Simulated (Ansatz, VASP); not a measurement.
Ta in VASP and in Ansatz

File INCAR:

```
  PREC = Accurate
  ENCUT = 500
  EDIFF = 1E-7
  ISMEAR = -1
  SIGMA = 0.1
  LREAL = False
  LASPH = True
  NELM = 120
  ALGO = Normal
  ISIF = 3
  LWAVE = False
  LCHARG = False
  GGA = B5
  ALDAX = 1.0
  AGGAX = 1.0
  AGGAC = 1.0
  ALDAC = 0.0
  IBRION = 2
  NSW = 80
  EDIFFG = -0.01
  GGA_COMPAT = False
  NELMIN = 4
```

The input KPOINTS:

```
Automatic mesh
0
Gamma
  13 13 13
```

Contents of POSCAR:

```
Ta
1.0
   -1.6529000000      1.6529000000      1.6529000000
    1.6529000000     -1.6529000000      1.6529000000
    1.6529000000      1.6529000000     -1.6529000000
Ta
1
Direct
    0.0000000000      0.0000000000      0.0000000000
```

Input for Ansatz:

```yaml
crystal:
  lattice:
    - [-1.6529, 1.6529, 1.6529]
    - [1.6529, -1.6529, 1.6529]
    - [1.6529, 1.6529, -1.6529]
  atoms:
    - { symbol: Ta, position: [0.0, 0.0, 0.0] }
hamiltonian:
  xc: blyp
  pseudopotentials:
    kind: paw
    azcp:
      Ta: "pseudopotentials/Ta.paw.azcp"
basis:
  ecutwfc: 420
  fft_grid_basis: typed
kpoints:
  mp_grid: { grid: [13, 13, 13], shift: [0, 0, 0] }
magnetization:
  spin_polarized: false
scf:
  occupations: { method: fermi_dirac, width: 0.1 }
relax:
  max_steps: 60
  f_tol: 0.01
  cell: {}
```

Alike in both runs: task relaxation of cell and atoms; functional BLYP; k mesh 13 × 13 × 13; occupations fermi-dirac, width 0.1 eV; no spin polarisation.

|  | VASP | Ansatz |
| --- | --- | --- |
| version | VASP 6.6.1 | Ansatz 0.2.0 |
| potentials or method | VASP PAW PBE potentials, release 64 (Ta_sv_GW), cutoff 500 eV | plane waves (420 eV) with PAW, scalar-relativistic |
| valence electrons in the cell | 13 | 13 |

```csv
,VASP,Ansatz,Ansatz less VASP
relaxed volume (Å³/atom),18.83,18.89,+0.064
relaxed length of the cell vector where the two differ most in proportion (Å),2.903,2.906,+0.0033
```

VASP's potentials were made for PBE, not for BLYP.

Spin-orbit coupling is off throughout.
